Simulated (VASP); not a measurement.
# Sr3NbZn (Pm-3m) in VASP: a series of runs, part 2 of 2

VASP 6.6.1.

## 3. Single point, PBE

This run uses another cell than the first one, of 39.60 Å³/atom.

INCAR

```
SYSTEM = Sr3NbZn
PREC = Accurate
ENCUT = 520
EDIFF = 1E-6
ISMEAR = 0
SIGMA = 0.1
LREAL = .FALSE.
LASPH = .TRUE.
NELM = 60
ALGO = Normal
ISIF = 2
LWAVE = .FALSE.
LCHARG = .FALSE.
GGA = PE
NBANDS = 36
```

KPOINTS

```
Automatic mesh
0
G
  4 4 4
  0 0 0
```

POSCAR

```
Sr3NbZn
1.0
    5.8287068385      0.0000000000      0.0000000000
    0.0000000000      5.8287068385      0.0000000000
    0.0000000000      0.0000000000      5.8287068385
Sr Nb Zn
3 1 1
Direct
    0.0000000000      0.5000000000      0.5000000000
    0.5000000000      0.0000000000      0.5000000000
    0.5000000000      0.5000000000      0.0000000000
    0.0000000000      0.0000000000      0.0000000000
    0.5000000000      0.5000000000      0.5000000000
```

Potentials or basis: VASP PAW PBE potentials, release 64 (Sr_sv, Nb_sv, Zn).

Launch:

```console
cat potpaw_PBE.64/Sr_sv/POTCAR potpaw_PBE.64/Nb_sv/POTCAR potpaw_PBE.64/Zn/POTCAR > POTCAR
mpirun -np 1 vasp_std > vasp.out
```

OUTCAR:

```text
SYSTEM = Sr3NbZn
   PREC = Accurate
   ENCUT = 520
   EDIFF = 1E-6
   ISMEAR = 0
   LREAL = .FALSE.
   LASPH = .TRUE.
   NELM = 60
   ISIF = 2
   GGA = PE

 ion  position               nearest neighbor table
   1  0.000  0.500  0.500-   5 2.91   5 2.91   2 4.12   3 4.12   2 4.12   2 4.12   3 4.12   3 4.12
                             3 4.12   2 4.12
   2  0.500  0.000  0.500-   5 2.91   5 2.91   1 4.12   3 4.12   1 4.12   3 4.12   3 4.12   3 4.12
                             1 4.12   1 4.12
   3  0.500  0.500  0.000-   5 2.91   5 2.91   1 4.12   1 4.12   2 4.12   2 4.12   2 4.12   2 4.12
                             1 4.12   1 4.12
   4  0.000  0.000  0.000-
   5  0.500  0.500  0.500-   1 2.91   2 2.91   3 2.91   3 2.91   2 2.91   1 2.91

  LATTYP: Found a simple cubic cell.
 ALAT       =     5.8287068385

  Lattice vectors:

 A1 = (   5.8287068385,   0.0000000000,   0.0000000000)
 A2 = (   0.0000000000,   5.8287068385,   0.0000000000)
 A3 = (   0.0000000000,   0.0000000000,   5.8287068385)

Analysis of symmetry for initial positions (statically):
=====================================================================
[... 167 lines left out ...]
 cond. band min:       2.0827293225   @ k =   0.5000   0.0000   0.0000
 fundamental gap:      0.0803853280
 Fermi energy:         2.0644995265

 k-point     1 :       0.0000    0.0000    0.0000
  band No.  band energies     occupation
      1     -53.2914      2.00000
      2     -33.6484      2.00000
      3     -33.6236      2.00000
      4     -33.6236      2.00000
      5     -29.3089      2.00000
      6     -29.3089      2.00000
[... 379 lines left out ...]
     35       4.9996      0.00000
     36       4.9996      0.00000

------------------------ aborting loop because EDIFF is reached ----------------------------------------

  FORCE on cell =-STRESS in cart. coord.  units (eV):
  Direction    XX          YY          ZZ          XY          YZ          ZX
  --------------------------------------------------------------------------------------
  -------------------------------------------------------------------------------------
  Total        0.4135517      0.4135517      0.4135517      0.0000000      0.0000000     -0.0000000
  in kB        3.3459828      3.3459828      3.3459828      0.0000000      0.0000000     -0.0000000
  external PRESSURE =       3.3459828 kB  Pullay stress =       0.0000000 kB

 VOLUME and BASIS-vectors are now :
 -----------------------------------------------------------------------------
  energy-cutoff  :      520.00
  volume of cell :      198.02
      direct lattice vectors                 reciprocal lattice vectors
     5.828706838  0.000000000  0.000000000     0.171564642  0.000000000  0.000000000
     0.000000000  5.828706838  0.000000000     0.000000000  0.171564642  0.000000000
     0.000000000  0.000000000  5.828706838     0.000000000  0.000000000  0.171564642

 POSITION                                       TOTAL-FORCE (eV/Angst)
 -----------------------------------------------------------------------------------
      0.00000      2.91435      2.91435         0.000000      0.000000      0.000000
      2.91435      0.00000      2.91435         0.000000      0.000000      0.000000
      2.91435      2.91435      0.00000         0.000000      0.000000      0.000000
      0.00000      0.00000      0.00000         0.000000      0.000000      0.000000
      2.91435      2.91435      2.91435         0.000000      0.000000      0.000000
 -----------------------------------------------------------------------------------
    total drift:                                0.000000     -0.000000     -0.000000

  FREE ENERGIE OF THE ION-ELECTRON SYSTEM (eV)
  ---------------------------------------------------
  free  energy   TOTEN  =       -11.2785223093 eV

  energy  without entropy=      -11.2062655365  energy(sigma->0) =      -11.24239392
```

stdout:

```text
POSCAR found type information on POSCAR SrNbZn
 POSCAR found :  3 types and       5 ions
 scaLAPACK will be used
 LDA part: xc-table for (Slater+PW92), standard interpolation
 POSCAR, INCAR and KPOINTS ok, starting setup
 FFT: planning ... GRIDC
 FFT: planning ... GRID_SOFT
 FFT: planning ... GRID
 WAVECAR not read
 entering main loop
```

Wall time 69 s (1 thread of Intel Xeon 6975P-C (Granite Rapids), shared host); peak memory 0.35 GiB.

What came out:

| Property | Result |
| --- | --- |
| Free energy | -11.2785 eV |
| Pressure | 0.3 GPa |
| Band gap on the k mesh | zero (an odd number of electrons rules out a gap without spin polarisation) |

The gap in the log of VASP goes by the Fermi energy; the results here count the filled bands.